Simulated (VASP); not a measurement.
A run of VASP 6.6.1 is set up as follows.

Contents of POSCAR:

```
Mo
1.0
   -1.5945650000      1.5945650000      1.5474350000
    1.5945650000     -1.5945650000      1.5474350000
    1.5945650000      1.5945650000     -1.5474350000
Mo
1
Direct
    0.0000000000      0.0000000000      0.0000000000
```

The input INCAR.step1:

```
SYSTEM = Mo
ALGO = Normal ; EDIFF = 1E-4
ENCUT = 520 ; GGA = PE
ISMEAR = 0 ; LASPH = .True.
LCHARG = .False. ; LREAL = .False.
LWAVE = .True. ; NBANDS = 13
NELM = 100 ; PREC = Accurate
SIGMA = 0.15
```

File INCAR.step2:

```
SYSTEM = Mo
ALGO = Normal ; EDIFF = 1E-7
ENCUT = 520 ; ISIF = 2
ISMEAR = 0 ; ISTART = 1
LASPH = .True. ; LCHARG = .False.
LMIXTAU = .True. ; LREAL = .False.
LWAVE = .False. ; METAGGA = R2SCAN
NBANDS = 13 ; NELM = 100
PREC = Accurate ; SIGMA = 0.15
```

File KPOINTS:

```
k-points
0
Gamma
  22 22 22
  0 0 0
```

Potentials or basis: VASP PAW PBE potentials, release 64 (Mo_sv).

Command:

```sh
$ cat potpaw_PBE.64/Mo_sv/POTCAR > POTCAR
$ cp INCAR.step1 INCAR
$ mpirun -np 1 vasp_std > vasp.out
$ cp INCAR.step2 INCAR
$ mpirun -np 1 vasp_std > vasp.out
```

Question: Estimate the band gap on the k mesh.

Answer: Zero (band 7 reaches 16.51 eV, above the bottom of band 8 at 11.13 eV).

Question: Estimate the pressure.

Answer: -0.4 GPa.

Stress tensor (GPa, compression positive):
```
-3.74  0.00  0.00
 0.00 -3.74  0.00
 0.00  0.00  6.15
```

Caveat: the cell differs from its parent crystal (strain +0.015 along x and y, -0.015 along z); the PAW data sets were made with another functional, which shifts forces and pressure a little.
